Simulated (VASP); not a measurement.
Ir, 1 atom in the cell. It takes space group I4/mmm (No. 139, tetragonal). Conventional cell: a = 2.671 Å, b = 2.671 Å, c = 3.966 Å, α = 90.00°, β = 90.00°, γ = 90.00°. Ir (site symmetry 4/mmm) has 12 Ir at 2.67 to 2.74 Å within 3.5 Å.  This cell differs from its parent crystal: ratio of the length along z to the lengths across it x 1.05, volume and fractional coordinates fixed.

```yaml
Program: VASP 6.6.1
Task: single point
Functional: r2SCAN
Potentials_or_basis: VASP PAW PBE potentials, release 64 (Ir_sv_GW)
Cutoff: 550 eV
k_mesh: 24 × 24 × 24
Occupations: gaussian, width 0.15 eV
Spin: no spin polarisation
Dipole_correction: no
Further_INCAR_settings: ALGO = Normal; EDIFF = 1e-06; NBANDS = 14
```

Potentials or basis: VASP PAW PBE potentials, release 64 (Ir_sv_GW).

The run is started by

```bash
$ cat potpaw_PBE.64/Ir_sv_GW/POTCAR > POTCAR
$ cp INCAR.step1 INCAR
$ mpirun -np 1 vasp_std > vasp.out
$ cp INCAR.step2 INCAR
$ mpirun -np 1 vasp_std > vasp.out
```

Hardware: 1 thread of Intel(R) Xeon(R) Platinum 8488C (Sapphire Rapids), with other jobs on the host.

Question: How long does it take, and how much memory?

Answer: It took 6.1 min on 1 thread of Intel(R) Xeon(R) Platinum 8488C (Sapphire Rapids), with other jobs on the host, peak memory 0.35 GiB. Counts: k points 1063.
